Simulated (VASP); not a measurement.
# Cu (Fm-3m) in VASP: notebook

The runs below take Cu through single point, with r2SCAN+D4.

Everything below comes from runs of VASP 6.6.1. Logs are shortened: lines on timing, memory, paths and dates and some standing lists are left out, and cuts for length are marked.

## 1. The cell of the first run

The structure is cubic, space group Fm-3m (No. 225). The conventional cell has a = 3.591 Å, b = 3.591 Å, c = 3.591 Å, α = 90.00°, β = 90.00°, γ = 90.00°. Within 3.4 Å of Cu (site symmetry m-3m) lie 12 Cu at 2.54 Å.

## 2. Single point, r2SCAN+D4

POSCAR reads:

```
Cu
1.0
    0.0000000000      1.7953687620      1.7953687620
    1.7953687620      0.0000000000      1.7953687620
    1.7953687620      1.7953687620      0.0000000000
Cu
1
Direct
    0.0000000000      0.0000000000      0.0000000000
```

INCAR.step1 reads:

```
ALGO = Normal
EDIFF = 1E-5
ENCUT = 660
GGA = PE
GGA_COMPAT = False
ISMEAR = -1
LASPH = True
LCHARG = False
LREAL = False
LWAVE = True
NBANDS = 12
NELM = 120
PREC = Accurate
SIGMA = 0.05
```

INCAR.step2 reads:

```
ALGO = Normal
EDIFF = 1E-6
ENCUT = 660
GGA_COMPAT = False
ISIF = 2
ISMEAR = -1
ISTART = 1
IVDW = 13
LASPH = True
LCHARG = True
LELF = True
LMIXTAU = True
LREAL = False
LVHAR = True
LWAVE = False
METAGGA = R2SCAN
NBANDS = 12
NELM = 120
PREC = Accurate
SIGMA = 0.05
VDW_A1 = 0.51559235
VDW_A2 = 5.77342911
VDW_S6 = 1.0
VDW_S8 = 0.6018749
```

KPOINTS reads:

```
k-points
0
Gamma
  13 13 13
```

Potentials or basis: VASP PAW PBE potentials, release 64 (Cu).

Command:

```console
$ cat potpaw_PBE.64/Cu/POTCAR > POTCAR
$ cp INCAR.step1 INCAR
$ mpirun -np 1 vasp_std > vasp.out
$ cp INCAR.step2 INCAR
$ mpirun -np 1 vasp_std > vasp.out
```

OUTCAR:

```text
EDIFF = 1E-6
   ENCUT = 660
   ISIF = 2
   ISMEAR = -1
   ISTART = 1
   IVDW = 13
   LASPH = True
   LREAL = False
   METAGGA = R2SCAN
   NELM = 120
   PREC = Accurate

 ion  position               nearest neighbor table
   1  0.000  0.000  0.000-

  LATTYP: Found a face centered cubic cell.
 ALAT       =     3.5907375240

  Lattice vectors:

 A1 = (   0.0000000000,   1.7953687620,   1.7953687620)
 A2 = (   1.7953687620,   0.0000000000,   1.7953687620)
 A3 = (   1.7953687620,   1.7953687620,   0.0000000000)

Analysis of symmetry for initial positions (statically):
=====================================================================
 Subroutine PRICEL returns:
 Original cell was already a primitive cell.

 Routine SETGRP: Setting up the symmetry group for a
 face centered cubic supercell.

 Subroutine GETGRP returns: Found 48 space group operations
 (whereof 48 operations were pure point group operations)
 out of a pool of 48 trial point group operations.

The static configuration has the point symmetry O_h .

Analysis of symmetry for dynamics (positions and initial velocities):
=====================================================================
 Subroutine PRICEL returns:
 Original cell was already a primitive cell.

 Routine SETGRP: Setting up the symmetry group for a
 face centered cubic supercell.

 Subroutine GETGRP returns: Found 48 space group operations
 (whereof 48 operations were pure point group operations)
 out of a pool of 48 trial point group operations.

The dynamic configuration has the point symmetry O_h .

 Subroutine INISYM returns: Found 48 space group operations
 (whereof 48 operations are pure point group operations),
 and found     1 'primitive' translations

----------------------------------------------------------------------------------------

                                     Primitive cell

  volume of cell :      11.5742

  direct lattice vectors                    reciprocal lattice vectors
     0.000000000  1.795368762  1.795368762    -0.278494319  0.278494319  0.278494319
     1.795368762  0.000000000  1.795368762     0.278494319 -0.278494319  0.278494319
     1.795368762  1.795368762  0.000000000     0.278494319  0.278494319 -0.278494319

  length of vectors
     2.539034853  2.539034853  2.539034853     0.482366309  0.482366309  0.482366309

  position of ions in fractional coordinates (direct lattice)
     0.000000000  0.000000000  0.000000000

  ion indices of the primitive-cell ions
   primitive index   ion index
                 1           1

----------------------------------------------------------------------------------------
[... 82 lines left out ...]
   NUPDOWN=      -1.0000    fix difference up-down
   EMIN   =  10.00;   EMAX   =-10.00  energy-range for DOS
   EFERMI =   0.00;   METHOD = LEGACY
   ISMEAR =    -1;   SIGMA  =   0.05  broadening in eV -4-tet -1-fermi 0-gaus
   EFERMI_NEDOS =   21; number of points for ismear=-14 and -15
   IALGO  =     38    algorithm
   IMIX   =      4    mixing-type and parameters
     AMIX     =   0.40;   BMIX     =  1.00
     AMIX_MAG =   1.60;   BMIX_MAG =  1.00
  volume/ion in A,a.u.               =      11.57        78.11
  Fermi-wavevector in a.u.,A,eV,Ry     =   1.609566  3.041638 35.248641  2.590702
  Thomas-Fermi vector in A             =   2.705255
   LORBIT       =      0    0 simple, 1 ext, 2 COOP (PROOUT), +10 PAW based schemes
   METAGGA = R2SCAN    functional components
   LHFCALC =     F    Hartree Fock is set to
   AEXX    =    0.0000 exact exchange contribution
   IVDW    =    13    specifies the selected vdW correction
   LEPSILON=     F    determine dielectric tensor
   LRPA    =     F    only Hartree local field effects (RPA)
 non-spin polarized calculation
  energy-cutoff  :      660.00
  volume of cell :       11.57
 maximum number of plane-waves:       459
 NGX is ok and might be reduce to    24
   NGX = 11   NGY = 11   NGZ = 11

 number of electron      10.9999997 magnetization

 Free energy of the ion-electron system (eV)
  ---------------------------------------------------
  ext. energy  EPLUGINS =         0.00000000
  ---------------------------------------------------
  free energy    TOTEN  =       -10.82893824 eV

  energy without entropy =      -10.82622342  energy(sigma->0) =      -10.82758083

 E-fermi :   7.8354     XC(G=0): -13.8821

 val. band max:        7.6369786827   @ k =   0.4615   0.2308   0.0000
 cond. band min:       7.8603787421   @ k =   0.4615   0.3077   0.0000
 fundamental gap:      0.2234000594
 Fermi energy:         7.8353931932

 k-point     1 :       0.0000    0.0000    0.0000
  band No.  band energies     occupation
      1      -2.1815      2.00000
      2       4.4427      2.00000
      3       4.4427      2.00000
      4       4.4427      2.00000
      5       5.2839      2.00000
      6       5.2839      2.00000
      7      31.1966      0.00000
      8      34.3930      0.00000
      9      34.3930      0.00000
     10      34.3930      0.00000
     11      36.7935      0.00000
     12      36.7935      0.00000
[... 331 lines left out ...]
 k-point    24 :       0.4615    0.1538    0.0000
  band No.  band energies     occupation
      1       2.5591      2.00000
      2       4.0400      2.00000
      3       4.4458      2.00000
      4       4.7187      2.00000
      5       5.9064      2.00000
      6       7.2864      1.99997
      7      14.1319      0.00000
      8      25.4163      0.00000
      9      26.9572      0.00000
     10      29.1589      0.00000
     11      39.3999      0.00000
     12      39.4628      0.00000

 [... further k-points ...]

------------------------ aborting loop because EDIFF is reached ----------------------------------------

  DFT-D4 for vdW energy calculation

  Edisp (eV):   -0.19679

  FORCE on cell =-STRESS in cart. coord.  units (eV):
  Direction    XX          YY          ZZ          XY          YZ          ZX
  --------------------------------------------------------------------------------------
  -------------------------------------------------------------------------------------
  Total      -0.27359    -0.27359    -0.27359    -0.00000    -0.00000     0.00000
  in kB     -37.87282   -37.87282   -37.87282    -0.00000    -0.00000     0.00000
  external pressure =      -37.87 kB  Pullay stress =        0.00 kB

 VOLUME and BASIS-vectors are now :
 -----------------------------------------------------------------------------
  energy-cutoff  :      660.00
  volume of cell :       11.57
      direct lattice vectors                 reciprocal lattice vectors
     0.000000000  1.795368762  1.795368762    -0.278494319  0.278494319  0.278494319
     1.795368762  0.000000000  1.795368762     0.278494319 -0.278494319  0.278494319
     1.795368762  1.795368762  0.000000000     0.278494319  0.278494319 -0.278494319

 POSITION                                       TOTAL-FORCE (eV/Angst)
 -----------------------------------------------------------------------------------
      0.00000      0.00000      0.00000         0.000000      0.000000      0.000000
 -----------------------------------------------------------------------------------
    total drift:                               -0.000000      0.000000     -0.000000

  FREE ENERGIE OF THE ION-ELECTRON SYSTEM (eV)
  ---------------------------------------------------
  free  energy   TOTEN  =       -11.0257258807 eV

  energy  without entropy=      -11.0230110644  energy(sigma->0) =      -11.02436847
```

OUTCAR.step1:

```text
EDIFF = 1E-5
   ENCUT = 660
   GGA = PE
   ISMEAR = -1
   LASPH = True
[... 575 lines left out ...]

 POSITION                                       TOTAL-FORCE (eV/Angst)
 -----------------------------------------------------------------------------------
      0.00000      0.00000      0.00000        -0.000000     -0.000000      0.000000
 -----------------------------------------------------------------------------------
    total drift:                               -0.000000      0.000000     -0.000000

  FREE ENERGIE OF THE ION-ELECTRON SYSTEM (eV)
  ---------------------------------------------------
  free  energy   TOTEN  =        -3.7225862940 eV

  energy  without entropy=       -3.7198695002  energy(sigma->0) =       -3.72122790
```

OSZICAR.step1:

```text
N       E                     dE             d eps       ncg     rms          rms(c)
DAV:   1     0.460808053116E+02    0.46081E+02   -0.61752E+03  2284   0.181E+03
DAV:   2    -0.299558988000E+01   -0.49076E+02   -0.45171E+02  2064   0.222E+02
DAV:   3    -0.462619849984E+01   -0.16306E+01   -0.16177E+01  2356   0.450E+01
DAV:   4    -0.463687960731E+01   -0.10681E-01   -0.10679E-01  2280   0.323E+00
DAV:   5    -0.463697925437E+01   -0.99647E-04   -0.99645E-04  2412   0.320E-01    0.773E+00
DAV:   6    -0.408825162442E+01    0.54873E+00   -0.14316E+01  2392   0.733E+01    0.380E+00
DAV:   7    -0.373573524049E+01    0.35252E+00   -0.22071E+00  2424   0.287E+01    0.594E-01
DAV:   8    -0.372413431637E+01    0.11601E-01   -0.43706E-03  2324   0.980E-01    0.296E-01
DAV:   9    -0.372258349617E+01    0.15508E-02   -0.94059E-03  2528   0.173E+00    0.278E-02
DAV:  10    -0.372258629398E+01   -0.27978E-05   -0.31834E-05  2212   0.945E-02
   1 F= -.37225863E+01 E0= -.37212279E+01  d E =-.271679E-02
```

It took 26 s on 1 thread of Intel Xeon 6975P-C (Granite Rapids), shared host; peak memory 0.15 GiB.

What came out:

| Property | Result |
| --- | --- |
| Free energy | -11.0257 eV |
| Pressure | -3.8 GPa |
| Band gap on the k mesh | zero (an odd number of electrons rules out a gap without spin polarisation) |
| Dispersion energy per atom | -0.197 eV |

Caveat: the cell stands under tension; the PAW data sets were made with another functional, which shifts forces and pressure a little.

## 3. Single point, r2SCAN+D4

This run uses another cell than the first one, of 11.81 Å³/atom.

POSCAR reads:

```
Cu
1.0
    0.0000000000      1.8075000000      1.8075000000
    1.8075000000      0.0000000000      1.8075000000
    1.8075000000      1.8075000000      0.0000000000
Cu
1
Direct
    0.0000000000      0.0000000000      0.0000000000
```

INCAR.step1 reads:

```
  ALGO = Normal
  EDIFF = 1E-5
  ENCUT = 660
  GGA = PE
  GGA_COMPAT = False
  ISMEAR = -1
  LASPH = True
  LCHARG = False
  LREAL = False
  LWAVE = True
  NBANDS = 12
  NELM = 120
  PREC = Accurate
  SIGMA = 0.05
```

INCAR.step2 reads:

```
  ALGO = Normal
  EDIFF = 1E-6
  ENCUT = 660
  GGA_COMPAT = False
  ISIF = 2
  ISMEAR = -1
  ISTART = 1
  IVDW = 13
  LASPH = True
  LCHARG = False
  LMIXTAU = True
  LREAL = False
  LWAVE = False
  METAGGA = R2SCAN
  NBANDS = 12
  NELM = 120
  PREC = Accurate
  SIGMA = 0.05
  VDW_A1 = 0.51559235
  VDW_A2 = 5.77342911
  VDW_S6 = 1.0
  VDW_S8 = 0.6018749
```

KPOINTS is that of step 2.

Potentials or basis: VASP PAW PBE potentials, release 64 (Cu).

Command:

```console
$ cat potpaw_PBE.64/Cu/POTCAR > POTCAR
$ cp INCAR.step1 INCAR
$ mpirun -np 1 vasp_std > vasp.out
$ cp INCAR.step2 INCAR
$ mpirun -np 1 vasp_std > vasp.out
```

OUTCAR:

```text
EDIFF = 1E-6
   ENCUT = 660
   ISIF = 2
   ISMEAR = -1
   ISTART = 1
   IVDW = 13
   LASPH = True
   LREAL = False
   METAGGA = R2SCAN
   NELM = 120
   PREC = Accurate

 ion  position               nearest neighbor table
   1  0.000  0.000  0.000-

  LATTYP: Found a face centered cubic cell.
 ALAT       =     3.6150000000

  Lattice vectors:

 A1 = (   0.0000000000,   1.8075000000,   1.8075000000)
 A2 = (   1.8075000000,   0.0000000000,   1.8075000000)
 A3 = (   1.8075000000,   1.8075000000,   0.0000000000)

Analysis of symmetry for initial positions (statically):
[... 539 lines left out ...]

------------------------ aborting loop because EDIFF is reached ----------------------------------------

  DFT-D4 for vdW energy calculation

  Edisp (eV):   -0.19351

  FORCE on cell =-STRESS in cart. coord.  units (eV):
  Direction    XX          YY          ZZ          XY          YZ          ZX
  --------------------------------------------------------------------------------------
  -------------------------------------------------------------------------------------
  Total      -0.49179    -0.49179    -0.49179     0.00000    -0.00000     0.00000
  in kB     -66.71530   -66.71530   -66.71530     0.00000    -0.00000     0.00000
  external pressure =      -66.72 kB  Pullay stress =        0.00 kB

 VOLUME and BASIS-vectors are now :
 -----------------------------------------------------------------------------
  energy-cutoff  :      660.00
  volume of cell :       11.81
      direct lattice vectors                 reciprocal lattice vectors
     0.000000000  1.807500000  1.807500000    -0.276625173  0.276625173  0.276625173
     1.807500000  0.000000000  1.807500000     0.276625173 -0.276625173  0.276625173
     1.807500000  1.807500000  0.000000000     0.276625173  0.276625173 -0.276625173

 POSITION                                       TOTAL-FORCE (eV/Angst)
 -----------------------------------------------------------------------------------
      0.00000      0.00000      0.00000        -0.000000      0.000000     -0.000000
 -----------------------------------------------------------------------------------
    total drift:                               -0.000000      0.000000      0.000000

  FREE ENERGIE OF THE ION-ELECTRON SYSTEM (eV)
  ---------------------------------------------------
  free  energy   TOTEN  =       -11.0184039716 eV

  energy  without entropy=      -11.0156821546  energy(sigma->0) =      -11.01704306
```

OUTCAR.step1:

```text
EDIFF = 1E-5
   ENCUT = 660
   GGA = PE
   ISMEAR = -1
   LASPH = True
[... 575 lines left out ...]

 POSITION                                       TOTAL-FORCE (eV/Angst)
 -----------------------------------------------------------------------------------
      0.00000      0.00000      0.00000         0.000000      0.000000     -0.000000
 -----------------------------------------------------------------------------------
    total drift:                               -0.000000      0.000000     -0.000000

  FREE ENERGIE OF THE ION-ELECTRON SYSTEM (eV)
  ---------------------------------------------------
  free  energy   TOTEN  =        -3.7282494921 eV

  energy  without entropy=       -3.7255246989  energy(sigma->0) =       -3.72688710
```

Run time: 25 s. Hardware: 1 thread of Intel Xeon 6975P-C (Granite Rapids), shared host; peak memory 0.15 GiB.

Results:

```yaml
Free_energy: -11.0184 eV
Pressure: -6.7 GPa
Band_gap_on_the_k_mesh: zero (an odd number of electrons rules out a gap without spin polarisation)
Dispersion_energy_per_atom: -0.194 eV
```

Caveat: the cell stands under tension; the PAW data sets were made with another functional, which shifts forces and pressure a little.

## 4. Single point, r2SCAN+D4

This run uses another cell than the first one, of 12.05 Å³/atom.

POSCAR reads:

```
Cu
1.0
    0.0000000000      1.8194705475      1.8194705475
    1.8194705475      0.0000000000      1.8194705475
    1.8194705475      1.8194705475      0.0000000000
Cu
1
Direct
    0.0000000000      0.0000000000      0.0000000000
```

INCAR.step1 reads:

```
PREC     = Accurate       # precision mode
ENCUT    = 660            # plane-wave cutoff, eV
ISMEAR   = -1             # smearing method
SIGMA    = 0.05           # smearing width, eV
LREAL    = F              # projectors in reciprocal space
LASPH    = T              # aspherical terms in the spheres
NELM     = 120            # most SCF steps
NBANDS   = 12             # bands
GGA      = PE             # functional
ALGO     = Normal         # electronic algorithm
EDIFF    = 1E-5           # SCF threshold, eV
LWAVE    = T              # write WAVECAR
LCHARG   = F              # write CHGCAR
GGA_COMPAT= F
```

INCAR.step2 reads:

```
PREC     = Accurate       # precision mode
ENCUT    = 660            # plane-wave cutoff, eV
EDIFF    = 1E-6           # SCF threshold, eV
ISMEAR   = -1             # smearing method
SIGMA    = 0.05           # smearing width, eV
LREAL    = F              # projectors in reciprocal space
LASPH    = T              # aspherical terms in the spheres
NELM     = 120            # most SCF steps
ALGO     = Normal         # electronic algorithm
ISIF     = 2              # what is computed and relaxed
LWAVE    = F              # write WAVECAR
LCHARG   = T              # write CHGCAR
METAGGA  = R2SCAN         # meta-GGA
LMIXTAU  = T            
IVDW     = 13             # dispersion correction
VDW_S6   = 1.0          
VDW_S8   = 0.6018749    
VDW_A1   = 0.51559235   
VDW_A2   = 5.77342911   
LELF     = T              # ELF
LVHAR    = T            
NBANDS   = 12             # bands
ISTART   = 1            
GGA_COMPAT= F
```

KPOINTS reads:

```
regular mesh
0
Gamma
  13 13 13
```

Potentials or basis: VASP PAW PBE potentials, release 64 (Cu).

Command:

```console
$ cat potpaw_PBE.64/Cu/POTCAR > POTCAR
$ cp INCAR.step1 INCAR
$ mpirun -np 1 vasp_std > vasp.out
$ cp INCAR.step2 INCAR
$ mpirun -np 1 vasp_std > vasp.out
```

OUTCAR:

```text
PREC = Accurate
   ENCUT = 660
   EDIFF = 1E-6
   ISMEAR = -1
   LREAL = F
   LASPH = T
   NELM = 120
   ISIF = 2
   METAGGA = R2SCAN
   IVDW = 13
   ISTART = 1

 ion  position               nearest neighbor table
   1  0.000  0.000  0.000-

  LATTYP: Found a face centered cubic cell.
 ALAT       =     3.6389410950

  Lattice vectors:

 A1 = (   0.0000000000,   1.8194705475,   1.8194705475)
[... 539 lines left out ...]
     11      38.1744      0.00000
     12      38.3020      0.00000

 [... further k-points ...]

------------------------ aborting loop because EDIFF is reached ----------------------------------------

  DFT-D4 for vdW energy calculation

  Edisp (eV):   -0.19032

  FORCE on cell =-STRESS in cart. coord.  units (eV):
  Direction    XX          YY          ZZ          XY          YZ          ZX
  --------------------------------------------------------------------------------------
  -------------------------------------------------------------------------------------
  Total      -0.69175    -0.69175    -0.69175    -0.00000    -0.00000    -0.00000
  in kB     -92.00144   -92.00144   -92.00144    -0.00000    -0.00000    -0.00000
  external pressure =      -92.00 kB  Pullay stress =        0.00 kB

 VOLUME and BASIS-vectors are now :
 -----------------------------------------------------------------------------
  energy-cutoff  :      660.00
  volume of cell :       12.05
      direct lattice vectors                 reciprocal lattice vectors
     0.000000000  1.819470547  1.819470547    -0.274805218  0.274805218  0.274805218
     1.819470547  0.000000000  1.819470547     0.274805218 -0.274805218  0.274805218
     1.819470547  1.819470547  0.000000000     0.274805218  0.274805218 -0.274805218

 POSITION                                       TOTAL-FORCE (eV/Angst)
 -----------------------------------------------------------------------------------
      0.00000      0.00000      0.00000         0.000000      0.000000      0.000000
 -----------------------------------------------------------------------------------
    total drift:                               -0.000000      0.000000      0.000000

  FREE ENERGIE OF THE ION-ELECTRON SYSTEM (eV)
  ---------------------------------------------------
  free  energy   TOTEN  =       -11.0070766651 eV

  energy  without entropy=      -11.0043445276  energy(sigma->0) =      -11.00571060
```

Run time: 24 s. Hardware: 1 thread of Intel Xeon 6975P-C (Granite Rapids), shared host; peak memory 0.15 GiB.

Results:

| Property | Result |
| --- | --- |
| Free energy | -11.0071 eV |
| Pressure | -9.2 GPa |
| Band gap on the k mesh | zero (an odd number of electrons rules out a gap without spin polarisation) |
| Dispersion energy per atom | -0.190 eV |

Caveat: the cell stands under tension; the PAW data sets were made with another functional, which shifts forces and pressure a little.

(Part 1 of 2 ends here.)

The gap in the log of VASP goes by the Fermi energy; the results here count the filled bands.